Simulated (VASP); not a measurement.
Crystal: P.

```
P
1.0
     2.65159    0.00000    0.00000
    -1.32580    2.29635    0.00000
     0.00000    0.00000    4.84355
P
2
Direct
  0.00000 0.00000 0.23846
  0.00000 0.00000 0.76154
```

The cell was built from a structure type or drawn by symmetry, and may not be a known phase.

- Program: VASP 6.6.1
- Task: relaxation of cell and atoms
- Functional: PBE
- Potentials or basis: VASP PAW PBE potentials, release 64 (P)
- Cutoff: 600 eV
- k mesh: 9 × 9 × 4
- Occupations: gaussian, width 0.1 eV
- Spin: no spin polarisation

At the start: pressure 1.7 GPa; volume 14.75 Å³/atom.

Task: Where does the relaxation end?

Result: Over 13 steps the energy falls by 11.3 meV/atom and the volume is 15.42 Å³/atom (+4.6 %); space group P6/mmm (No. 191, to 0.1 Å) before and after.

The path:
```tsv
step	energy change (eV)	largest force (eV/Å)	pressure (GPa)	volume (Å³)
1	0.0000	0.1197	1.67	29.49
2	-0.0071	0.1626	-0.51	30.15
3	-0.0073	0.1728	-0.85	30.26
4	-0.0117	0.1415	-0.17	30.22
5	-0.0169	0.0939	1.58	30.13
6	-0.0165	0.0326	2.35	30.08
7	-0.0172	0.0808	1.85	30.12
8	-0.0192	0.0536	1.63	30.27
9	-0.0201	0.0217	1.40	30.42
10	-0.0217	0.0127	0.88	30.58
11	-0.0226	0.0017	0.09	30.83
12	-0.0226	0.0006	0.15	30.81
13	-0.0227	0.0110	0.05	30.84
```

Final structure:
```yaml
crystal:
  lattice:
    - [2.64385, 0.00000, 0.00000]
    - [-1.32193, 2.28964, 0.00000]
    - [0.00000, 0.00000, 5.09392]
  atoms:
    - { symbol: P, position: [0.00000, 0.00000, 0.22637] }
    - { symbol: P, position: [0.00000, 0.00000, 0.77363] }
```
